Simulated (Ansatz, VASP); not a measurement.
# Bi: VASP beside Ansatz

```
CELL_PARAMETERS angstrom
5.32702 0.00000 0.00000
-2.66351 4.61333 0.00000
0.00000 0.00000 6.55197
ATOMIC_POSITIONS crystal
Bi 0.00000 0.00000 0.25000
Bi 0.00000 0.00000 0.75000
Bi 0.33333 0.66667 0.75000
Bi 0.66667 0.33333 0.25000
```

Alike in both runs: functional r2SCAN; k mesh 6 × 6 × 4; occupations gaussian, width 0.1 eV; no spin polarisation.

Ansatz relaxed the structure, and its values are those at the end. VASP's run is a single point on that final structure, the one shown.

|  | VASP | Ansatz |
| --- | --- | --- |
| version | VASP 6.6.1 | Ansatz 0.2.0 |
| potentials or method | VASP PAW PBE potentials, release 64 (Bi_d), cutoff 520 eV | scalar-relativistic, plane waves, PAW |
| valence electrons in the cell | 60 | 60 |

```csv
,VASP,Ansatz,Ansatz less VASP
gap on the k mesh at the Fermi level (eV),none,none,-
pressure (GPa),0.3,0.3,+0.05
```

VASP's potentials were made for PBE, not for r2SCAN. A gap of «none» marks a metal or a gap that the smearing closes. With one functional, cell and mesh, what is left measures potentials, basis and numerics.

Neither program's run includes spin-orbit coupling.
